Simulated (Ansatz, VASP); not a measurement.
**One calculation of AlCu3, two programs**

```
CELL_PARAMETERS angstrom
0.00000 2.88801 2.88801
2.88801 0.00000 2.88801
2.88801 2.88801 0.00000
ATOMIC_POSITIONS crystal
Al 0.00000 0.00000 0.00000
Cu 0.50000 0.50000 0.50000
Cu 0.25000 0.25000 0.25000
Cu 0.75000 0.75000 0.75000
```

Alike in both runs: task relaxation of cell and atoms; functional LDA; k mesh 10 × 10 × 10; occupations fermi-dirac, width 0.05 eV; no spin polarisation.

|  | VASP | Ansatz |
| --- | --- | --- |
| version | VASP 6.6.1 | Ansatz 0.2.0 |
| potentials or method | VASP PAW LDA potentials, release 64 (Al, Cu) | PAW with Ansatz's default frozen-core files, scalar-relativistic |
| plane-wave cutoff (eV) | 600 | 420 |
| valence electrons in the cell | 36 | 60 |

|  | VASP | Ansatz | Ansatz less VASP |
| --- | --- | --- | --- |
| relaxed volume (Å³/atom) | 11.61 | 11.57 | -0.034 |
| relaxed cell length with the largest relative difference (Å) | 4.034 | 4.030 | -0.0039 |

LDA's correlation is that of Perdew and Zunger in VASP and of Perdew and Wang (1992) in Ansatz. VASP's potentials hold 36 valence electrons a cell and Ansatz's 60, so a difference there can come from the potentials and not from the codes.
